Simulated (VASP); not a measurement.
Wanted: the native input for a VASP 6.6.1 run.

- Task: single point
- Functional: PBEsol
- Potentials or basis: VASP PAW PBE potentials, release 64 (In_d, Se)
- Cutoff: 520 eV
- k mesh: 8 × 8 × 8
- Occupations: fermi-dirac, width 0.05 eV
- Spin: no spin polarisation
- Dipole correction: no
- Further INCAR settings: ALGO = Normal; EDIFF = 1e-06; NBANDS = 27

The structure of InSe lies in POSCAR:

```
InSe
1.0
    1.9784853938      1.1422790747      8.0442927368
   -1.9784853938      1.1422790747      8.0442927368
    0.0000000000     -2.2845581494      8.0442927368
In Se
2 2
Direct
    0.8874446119      0.8874446119      0.8874446119
    0.0011630542      0.0011630542      0.0011630542
    0.1673854345      0.1673854345      0.1673854345
    0.3880068995      0.3880068995      0.3880068995
```

The input as run:

INCAR

```
PREC = Accurate ; ENCUT = 520
EDIFF = 1E-6 ; ISMEAR = -1
SIGMA = 0.05 ; LREAL = False
LASPH = True ; NELM = 60
ALGO = Normal ; ISIF = 2
LWAVE = False ; LCHARG = False
GGA = PS ; NBANDS = 27
```

KPOINTS

```
regular mesh
0
Gamma
  8 8 8
```

Potentials or basis: VASP PAW PBE potentials, release 64 (In_d, Se).

Command:

```sh
$ cat potpaw_PBE.64/In_d/POTCAR potpaw_PBE.64/Se/POTCAR > POTCAR
$ mpirun -np 1 vasp_std > vasp.out
```

Results of the run:

```yaml
Pressure: 2.1 GPa
Largest_force: 0.017 eV/Å
Band_gap_on_the_k_mesh: 0.34 eV
```

Caveat: the PAW data sets were made with another functional, which shifts forces and pressure a little; spin-orbit coupling is left out, which moves the levels of the heavy elements.

Wall time 7 min on 1 thread of Intel(R) Xeon(R) Platinum 8488C (Sapphire Rapids), on a shared host, peak memory 0.61 GiB.
